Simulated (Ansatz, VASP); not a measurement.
**Ta2Ru in VASP and in Ansatz**

The input INCAR:

```
SYSTEM = Ta2Ru
PREC = Accurate ; ENCUT = 520
EDIFF = 1E-7 ; ISMEAR = 0
SIGMA = 0.1 ; LREAL = .False.
LASPH = .True. ; NELM = 150
ALGO = Normal ; ISIF = 2
LWAVE = .False. ; LCHARG = .True.
ISPIN = 2 ; MAGMOM = 0 0 1
LORBIT = 11 ; LMAXMIX = 4
GGA = PE ; LELF = .True.
LVHAR = .True. ; NBANDS = 29
```

File KPOINTS:

```
Automatic mesh
0
Gamma
  8 8 8
  0 0 0
```

POSCAR

```
Ta2Ru
1.0
   -1.6028452275      1.6028452275      4.8869731230
    1.6028452275     -1.6028452275      4.8869731230
    1.6028452275      1.6028452275     -4.8869731230
Ta Ru
2 1
Direct
    0.6625363915      0.6625363915      0.0000000000
    0.3374636085      0.3374636085      0.0000000000
    0.0000000000      0.0000000000      0.0000000000
```

Input for Ansatz:

```yaml
crystal:
  lattice:
    - [-1.6028452275, 1.6028452275, 4.886973123]
    - [1.6028452275, -1.6028452275, 4.886973123]
    - [1.6028452275, 1.6028452275, -4.886973123]
  atoms:
    - { symbol: Ta, position: [0.6625363915, 0.6625363915, 0.0] }
    - { symbol: Ta, position: [0.3374636085, 0.3374636085, 0.0] }
    - { symbol: Ru, position: [0.0, 0.0, 0.0], spin: 1.0 }
basis:
  ecutwfc: 420
kpoints:
  mp_grid: { grid: [8, 8, 8] }
hamiltonian:
  xc: pbe
scf:
  occupations: { method: gaussian, width: 0.1 }
  lower_state_search: "off"
output:
  forces: true
  stress: true
  eigenvalues: true
  populations: true
magnetization:
  spin_polarized: true
```

Alike in both runs: task single point; functional PBE; k mesh 8 × 8 × 8; occupations gaussian, width 0.1 eV; collinear spin.

|  | VASP | Ansatz |
| --- | --- | --- |
| version | VASP 6.6.1 | Ansatz 0.2.0 |
| potentials or method | VASP PAW PBE potentials, release 64 (Ta_pv, Ru_pv), cutoff 520 eV | scalar-relativistic, plane waves, PAW |
| valence electrons in the cell | 36 | 42 |

|  | VASP | Ansatz | Ansatz less VASP |
| --- | --- | --- | --- |
| gap on the k mesh at the Fermi level (eV) | none | none | - |
| pressure (GPa) | 0.1 | 0.0 | -0.07 |
| rms of the force components (eV/Å) | 0.001 | 0.004 | +0.0026 |
| net moment per atom (μB) | 0.00 | 0.00 | 0.000 |

Atom by atom the forces differ by 0.003 eV/Å (rms over components). A gap of «none» marks a metal or a gap that the smearing closes. With one functional, cell and mesh, what is left measures potentials, basis and numerics. VASP's potentials hold 36 valence electrons a cell and Ansatz's 42, so a difference there can come from the potentials and not from the codes. Ansatz's warnings: seeded moment not kept.

Neither program's run includes spin-orbit coupling.
